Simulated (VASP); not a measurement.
# Co (P-3m1) in VASP: notebook

Co is run at these levels: r2SCAN; tasks: single point.

Everything below comes from runs of VASP 6.6.1. Logs are shortened: lines on timing, memory, paths and dates and some standing lists are left out, and cuts for length are marked.

## (1) The cell of the first run

The structure is trigonal, space group P-3m1 (No. 164). The conventional cell has a = 2.471 Å, b = 2.471 Å, c = 4.036 Å, α = 90.00°, β = 90.00°, γ = 120.00°. Co (site symmetry 3m) has 12 Co at 2.41 to 2.54 Å within 3.2 Å.

## (2) Single point, r2SCAN, collinear spin, antiferromagnetic start

File POSCAR:

```
Co
1.0
    2.4706707722      0.0000000000      0.0000000000
   -1.2353348894      2.1396633765      0.0000000000
    0.0000000000      0.0000000000      4.0360187756
Co
2
Direct
    0.6666666667      0.3333333333      0.2598610000
    0.3333333333      0.6666666667      0.7401390000
```

File INCAR.step1:

```
SYSTEM = Co
PREC = Accurate
ENCUT = 520
ISMEAR = -1
SIGMA = 0.1
LREAL = .False.
LASPH = .True.
NELM = 150
ISPIN = 2
MAGMOM = 3.2 -3.2
LMAXMIX = 4
NBANDS = 20
GGA = PE
ALGO = Normal
EDIFF = 1E-4
LWAVE = .True.
LCHARG = .False.
```

File INCAR.step2:

```
SYSTEM = Co
PREC = Accurate
ENCUT = 520
EDIFF = 1E-6
ISMEAR = -1
SIGMA = 0.1
LREAL = .False.
LASPH = .True.
NELM = 150
ALGO = Normal
ISIF = 2
LWAVE = .False.
LCHARG = .False.
ISPIN = 2
MAGMOM = 3.2 -3.2
LORBIT = 11
LMAXMIX = 4
METAGGA = R2SCAN
LMIXTAU = .True.
NBANDS = 20
ISTART = 1
```

File KPOINTS:

```
regular mesh
0
Gamma
  13 13 7
  0 0 0
```

Potentials or basis: VASP PAW PBE potentials, release 64 (Co).

Started as:

```sh
cat potpaw_PBE.64/Co/POTCAR > POTCAR
cp INCAR.step1 INCAR
mpirun -np 1 vasp_std > vasp.out
cp INCAR.step2 INCAR
mpirun -np 1 vasp_std > vasp.out
```

OUTCAR:

```text
SYSTEM = Co
   PREC = Accurate
   ENCUT = 520
   EDIFF = 1E-6
   ISMEAR = -1
   LREAL = .False.
   LASPH = .True.
   NELM = 150
   ISIF = 2
   ISPIN = 2
   LORBIT = 11
   METAGGA = R2SCAN
   ISTART = 1

 ion  position               nearest neighbor table
   1  0.667  0.333  0.260-   2 2.41   2 2.41   2 2.41   2 2.54   2 2.54   2 2.54
   2  0.333  0.667  0.740-   1 2.41   1 2.41   1 2.41   1 2.54   1 2.54   1 2.54

  LATTYP: Found a hexagonal cell.
 ALAT       =     2.4706707722
 C/A-ratio  =     1.6335720732

  Lattice vectors:

 A1 = (   2.4706707722,   0.0000000000,   0.0000000000)
 A2 = (  -1.2353348894,   2.1396633765,   0.0000000000)
 A3 = (   0.0000000000,   0.0000000000,   4.0360187756)

Analysis of symmetry for initial positions (statically):
=====================================================================
 Subroutine PRICEL returns:
 Original cell was already a primitive cell.

 Routine SETGRP: Setting up the symmetry group for a
 hexagonal supercell.

 Subroutine GETGRP returns: Found 12 space group operations
 (whereof 12 operations were pure point group operations)
 out of a pool of 24 trial point group operations.

The static configuration has the point symmetry D_3d.

Analysis of symmetry for dynamics (positions and initial velocities):
=====================================================================
 Subroutine PRICEL returns:
 Original cell was already a primitive cell.

 Routine SETGRP: Setting up the symmetry group for a
 hexagonal supercell.

 Subroutine GETGRP returns: Found 12 space group operations
 (whereof 12 operations were pure point group operations)
 out of a pool of 24 trial point group operations.

The dynamic configuration has the point symmetry D_3d.

Analysis of structural, dynamic, and magnetic symmetry:
=====================================================================
 Subroutine PRICEL returns:
 Original cell was already a primitive cell.

 Routine SETGRP: Setting up the symmetry group for a
 hexagonal supercell.

 Subroutine GETGRP returns: Found 12 space group operations
 (whereof 12 operations were pure point group operations)
 out of a pool of 24 trial point group operations.

The overall configuration has the point symmetry D_3d.

 Subroutine INISYM returns: Found 12 space group operations
 (whereof 12 operations are pure point group operations),
 and found     1 'primitive' translations

----------------------------------------------------------------------------------------
[... 115 lines left out ...]
  Fermi-wavevector in a.u.,A,eV,Ry     =   1.546896  2.923210 32.557214  2.392888
  Thomas-Fermi vector in A             =   2.652067
   LORBIT       =     11    0 simple, 1 ext, 2 COOP (PROOUT), +10 PAW based schemes
   METAGGA = R2SCAN    functional components
   LHFCALC =     F    Hartree Fock is set to
   AEXX    =    0.0000 exact exchange contribution
   IVDW    =     0    specifies the selected vdW correction
   LEPSILON=     F    determine dielectric tensor
   LRPA    =     F    only Hartree local field effects (RPA)
 spin polarized calculation
  energy-cutoff  :      520.00
  volume of cell :       21.34
 maximum number of plane-waves:       587
   NGX =  9   NGY =  9   NGZ = 15

 number of electron      17.9999993 magnetization       0.0000000

 number of electron      17.9999993 magnetization      -0.0000000

 Free energy of the ion-electron system (eV)
  ---------------------------------------------------
  ext. energy  EPLUGINS =         0.00000000
  ---------------------------------------------------
  free energy    TOTEN  =       -25.39955251 eV

  energy without entropy =      -25.21732245  energy(sigma->0) =      -25.30843748

 E-fermi :  10.2203     XC(G=0): -14.7172

 val. band max:       10.2184955843   @ k =   0.3077   0.3077   0.2857
 cond. band min:      10.2277851784   @ k =   0.0000   0.3077   0.4286
 fundamental gap:      0.0092895942
 Fermi energy:        10.2203012987

 spin component 1

 k-point     1 :       0.0000    0.0000    0.0000
  band No.  band energies     occupation
      1       0.8796      1.00000
      2       5.3299      1.00000
      3       8.2993      1.00000
      4       8.3678      1.00000
      5       8.3678      1.00000
      6       8.6896      1.00000
[... 541 lines left out ...]
     19      39.3001      0.00000
     20      40.1437      0.00000

 [... further k-points ...]

 spin component 2

 k-point     1 :       0.0000    0.0000    0.0000
  band No.  band energies     occupation
      1       0.8796      1.00000
      2       5.3299      1.00000
      3       8.2993      1.00000
      4       8.3678      1.00000
      5       8.3678      1.00000
      6       8.6896      1.00000
[... 541 lines left out ...]
     19      39.3001      0.00000
     20      40.1437      0.00000

 [... further k-points ...]

------------------------ aborting loop because EDIFF is reached ----------------------------------------

  FORCE on cell =-STRESS in cart. coord.  units (eV):
  Direction    XX          YY          ZZ          XY          YZ          ZX
  --------------------------------------------------------------------------------------
  -------------------------------------------------------------------------------------
  Total       -1.8361289     -1.8361285     -2.2032736     -0.0000004      0.0000000     -0.0000000
  in kB     -137.8796744   -137.8796387   -165.4495141     -0.0000320      0.0000000     -0.0000000
  external PRESSURE =    -147.0696091 kB  Pullay stress =       0.0000000 kB

 VOLUME and BASIS-vectors are now :
 -----------------------------------------------------------------------------
  energy-cutoff  :      520.00
  volume of cell :       21.34
      direct lattice vectors                 reciprocal lattice vectors
     2.470670772  0.000000000  0.000000000     0.404748383  0.233681524  0.000000000
    -1.235334889  2.139663377  0.000000000     0.000000000  0.467363236  0.000000000
     0.000000000  0.000000000  4.036018776     0.000000000  0.000000000  0.247768917

 POSITION                                       TOTAL-FORCE (eV/Angst)
 -----------------------------------------------------------------------------------
      1.23534      0.71322      1.04880        -0.000000      0.000000     -0.553793
      0.00000      1.42644      2.98721         0.000000      0.000000      0.553793
 -----------------------------------------------------------------------------------
    total drift:                                0.000000     -0.000000     -0.000000

  FREE ENERGIE OF THE ION-ELECTRON SYSTEM (eV)
  ---------------------------------------------------
  free  energy   TOTEN  =       -25.3995525102 eV

  energy  without entropy=      -25.2173224511  energy(sigma->0) =      -25.30843748

 total charge

# of ion       s       p       d       tot
------------------------------------------
    1        0.511   0.555   7.292   8.358
    2        0.511   0.555   7.292   8.358
--------------------------------------------------
tot          1.022   1.110  14.583  16.716

 magnetization (x)

# of ion       s       p       d       tot
------------------------------------------
    1        0.000  -0.000  -0.001  -0.001
    2       -0.000   0.000   0.001   0.001
--------------------------------------------------
tot          0.000   0.000   0.000   0.000
```

OSZICAR.step1:

```text
N       E                     dE             d eps       ncg     rms          rms(c)
DAV:   1     0.867889346443E+02    0.86789E+02   -0.80594E+03 10600   0.123E+03
DAV:   2    -0.108771944492E+02   -0.97666E+02   -0.88141E+02 10208   0.220E+02
DAV:   3    -0.154147045585E+02   -0.45375E+01   -0.43721E+01 11400   0.571E+01
DAV:   4    -0.154838318579E+02   -0.69127E-01   -0.69070E-01 12408   0.620E+00
DAV:   5    -0.154858021383E+02   -0.19703E-02   -0.19702E-02 11904   0.980E-01    0.174E+01
DAV:   6    -0.139659918364E+02    0.15198E+01   -0.73906E+00 11428   0.564E+01    0.635E+00
DAV:   7    -0.136834915330E+02    0.28250E+00   -0.11947E+00 12308   0.210E+01    0.361E+00
DAV:   8    -0.136775926846E+02    0.58988E-02   -0.46253E-02 13416   0.314E+00    0.125E+00
DAV:   9    -0.136783590461E+02   -0.76636E-03   -0.18631E-02 18108   0.233E+00    0.698E-01
DAV:  10    -0.136819473094E+02   -0.35883E-02   -0.14185E-02 15820   0.227E+00    0.421E-01
DAV:  11    -0.136842192361E+02   -0.22719E-02   -0.67671E-03 17604   0.153E+00    0.274E-01
DAV:  12    -0.136855637384E+02   -0.13445E-02   -0.53558E-03 15324   0.137E+00    0.109E-01
DAV:  13    -0.136859445247E+02   -0.38079E-03   -0.11655E-03 11932   0.618E-01    0.118E-01
DAV:  14    -0.136857409702E+02    0.20355E-03   -0.66847E-04  7792   0.488E-01    0.139E-01
DAV:  15    -0.136866663042E+02   -0.92533E-03   -0.14091E-02 13488   0.233E+00    0.642E-02
DAV:  16    -0.136868066688E+02   -0.14036E-03   -0.69927E-04 12836   0.401E-01    0.523E-02
DAV:  17    -0.136869913968E+02   -0.18473E-03   -0.27128E-03 11376   0.922E-01    0.366E-02
DAV:  18    -0.136870710027E+02   -0.79606E-04   -0.96689E-04  7480   0.505E-01
   1 F= -.13687071E+02 E0= -.13595508E+02  d E =-.183126E+00  mag=     0.0000
```

Wall time 12 min (1 thread of Intel Xeon 6975P-C, shared host); peak memory 0.2 GiB.

What came out:

| Property | Result |
| --- | --- |
| Free energy | -25.3996 eV |
| Pressure | -14.7 GPa |
| Largest force | 0.554 eV/Å |
| Band gap on the k mesh | zero (filled and empty bands overlap) |
| Net moment | 0.00 μB per cell |
| Valence electrons inside the program's atomic spheres | Co 8.36 |

Forces in eV/Å, atoms in the order of the input:
```
Co   0.000  0.000 -0.554
Co   0.000  0.000  0.554
```

Stress tensor (GPa, compression positive):
```
-13.79   0.00   0.00
  0.00 -13.79   0.00
  0.00   0.00 -16.54
```

Caveat: the starting moments collapsed, and a magnetic state may lie lower; the PAW data sets were made with another functional, which shifts forces and pressure a little.

## (3) Single point, r2SCAN, collinear spin, antiferromagnetic start

This run uses another cell than the first one, of 10.89 Å³/atom, 1.020 times its volume.

File POSCAR:

```
Co
1.0
    2.4873650000      0.0000000000      0.0000000000
   -1.2436820000      2.1541210000      0.0000000000
    0.0000000000      0.0000000000      4.0632900000
Co
2
Direct
    0.6666666667      0.3333333333      0.2598610000
    0.3333333333      0.6666666667      0.7401390000
```

File INCAR.step1:

```
PREC = Accurate
ENCUT = 520
ISMEAR = -1
SIGMA = 0.1
LREAL = False
LASPH = True
NELM = 150
ISPIN = 2
MAGMOM = 3.2 -3.2
LMAXMIX = 4
NBANDS = 20
GGA = PE
ALGO = Normal
EDIFF = 1E-4
LWAVE = True
LCHARG = False
```

File INCAR.step2:

```
PREC = Accurate
ENCUT = 520
EDIFF = 1E-6
ISMEAR = -1
SIGMA = 0.1
LREAL = False
LASPH = True
NELM = 150
ALGO = Normal
ISIF = 2
LWAVE = False
LCHARG = True
ISPIN = 2
MAGMOM = 3.2 -3.2
LORBIT = 11
LMAXMIX = 4
METAGGA = R2SCAN
LMIXTAU = True
LELF = True
LVHAR = True
NBANDS = 20
ISTART = 1
```

File KPOINTS:

```
regular mesh
0
Gamma
  13 13 7
```

Potentials or basis: VASP PAW PBE potentials, release 64 (Co).

Started as:

```sh
cat potpaw_PBE.64/Co/POTCAR > POTCAR
cp INCAR.step1 INCAR
mpirun -np 1 vasp_std > vasp.out
cp INCAR.step2 INCAR
mpirun -np 1 vasp_std > vasp.out
```

Run time: 6.4 min. Hardware: 1 thread of Intel Xeon 6975P-C, shared host; peak memory 0.2 GiB.

The run converged. Its results:

- Free energy: -25.8125 eV
- Pressure: 1.4 GPa
- Largest force: 0.950 eV/Å
- Band gap on the k mesh: zero (filled and empty bands overlap)
- Net moment: 0.00 μB per cell
- Site moments: Co +1.75, -1.75 μB
- Valence electrons inside the program's atomic spheres: Co 8.30

Forces on the atoms (eV/Å):
```
Co   0.000  0.000 -0.950
Co   0.000  0.000  0.950
```

Stress tensor (GPa, compression positive):
```
-7.05  0.00  0.00
 0.00 -7.05  0.00
 0.00  0.00 18.44
```

Levels at points of the mesh, in eV from the Fermi level:
Spin up:
| k point | band 6 | band 7 | band 8 | band 9 | band 10 | band 11 | band 12 | band 13 |
| --- | --- | --- | --- | --- | --- | --- | --- | --- |
| (0.00, 0.00, 0.00) | -2.51 | -2.42 | -0.89 | -0.89 | -0.63 | 1.04 | 1.04 | 6.54 |
Spin down:
```
           k point  band 6  band 7  band 8  band 9  band 10  band 11  band 12  band 13
(0.00, 0.00, 0.00)   -2.51   -2.42   -0.89   -0.89    -0.63     1.04     1.04     6.54
```

Caveat: the PAW data sets were made with another functional, which shifts forces and pressure a little.

## (4) Single point, r2SCAN, collinear spin, antiferromagnetic start

This run uses another cell than the first one, of 11.10 Å³/atom, 1.041 times its volume.

File POSCAR:

```
Co
1.0
    2.5038380960      0.0000000000      0.0000000000
   -1.2519185447      2.1683871177      0.0000000000
    0.0000000000      0.0000000000      4.0901999895
Co
2
Direct
    0.6666666667      0.3333333333      0.2598610000
    0.3333333333      0.6666666667      0.7401390000
```

INCAR.step1 is that of step 3.

INCAR.step2 is that of step 3.

KPOINTS is that of step 3.

Started as:

```sh
cat potpaw_PBE.64/Co/POTCAR > POTCAR
cp INCAR.step1 INCAR
mpirun -np 1 vasp_std > vasp.out
cp INCAR.step2 INCAR
mpirun -np 1 vasp_std > vasp.out
```

It took 6.6 min on 1 thread of Intel Xeon 6975P-C, shared host; peak memory 0.21 GiB.

The run converged. Its results:

```yaml
Free_energy: -25.8117 eV
Pressure: -2.0 GPa
Largest_force: 0.906 eV/Å
Band_gap_on_the_k_mesh: zero (filled and empty bands overlap)
Net_moment: 0.00 μB per cell
Site_moments: Co +1.78, -1.78 μB
Valence_electrons_inside_the_program's_atomic_spheres: Co 8.26
```

Forces on the atoms (eV/Å):
```
Co   0.000  0.000 -0.906
Co   0.000  0.000  0.906
```

Stress tensor (GPa, compression positive):
```
-10.62   0.00   0.00
  0.00 -10.62   0.00
  0.00   0.00  15.16
```

Levels at points of the mesh, in eV from the Fermi level:
Spin up:
| k point | band 5 | band 6 | band 7 | band 8 | band 9 | band 10 | band 11 | band 12 | band 13 | band 14 |
| --- | --- | --- | --- | --- | --- | --- | --- | --- | --- | --- |
| (0.00, 0.00, 0.00) | -2.54 | -2.54 | -2.38 | -0.84 | -0.84 | -0.61 | 1.07 | 1.07 | 6.37 | 22.41 |
Spin down:
```
           k point  band 5  band 6  band 7  band 8  band 9  band 10  band 11  band 12  band 13  band 14
(0.00, 0.00, 0.00)   -2.54   -2.54   -2.38   -0.84   -0.84    -0.61     1.07     1.07     6.37    22.41
```

Caveat: the PAW data sets were made with another functional, which shifts forces and pressure a little.
